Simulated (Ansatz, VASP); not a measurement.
**ScAl3N4 in VASP and in Ansatz**

```
Sc Al N
1.0
    -3.20861    0.00000    0.00000
     0.00000    5.60377   -0.00223
     1.60431   -2.79986   -5.03871
Sc Al N
1 3 4
Cartesian
  0.0000 1.8590 -0.1674
  -1.6043 4.6794 -0.1354
  -1.6043 0.9242 -2.6752
  0.0000 3.7499 -2.6339
  -1.6043 -0.9413 -2.9329
  0.0000 1.8804 -2.9623
  -1.6043 0.8699 -0.5077
  0.0000 3.7948 -0.4503
```

Change from the starting cell: polar distortion scaled by 0.55.

Alike in both runs: task single point; functional PBEsol; k mesh 8 × 6 × 8; no spin polarisation.

|  | VASP | Ansatz |
| --- | --- | --- |
| version | VASP 6.6.1 | Ansatz 0.2.0 |
| potentials or method | VASP PAW PBE potentials, release 64 (Sc_sv, Al, N), cutoff 520 eV | scalar-relativistic, plane waves, PAW |
| occupations | gaussian, width 0.01 eV | fixed |
| valence electrons in the cell | 40 | 40 |

Ansatz gave:

| Item | Value |
| --- | --- |
| gap on the k mesh at the Fermi level (eV) | 2.82 |
| least direct gap on the mesh (eV) | 2.82 |
| pressure (GPa) | 2.9 |
| traceless stress, the component that is largest in VASP (GPa) | -15.27 |
| rms of the force components (eV/Å) | 0.822 |

Question: Estimate VASP's values.

Answer: gap on the k mesh at the Fermi level (eV): 2.84; least direct gap on the mesh (eV): 2.84; pressure (GPa): 3.2; traceless stress, the component that is largest in VASP (GPa): -15.55; rms of the force components (eV/Å): 0.843.

VASP's potentials were made for PBE, not for PBEsol, and Ansatz warns of the same on its side. Atom by atom the forces differ by 0.027 eV/Å (rms over components).
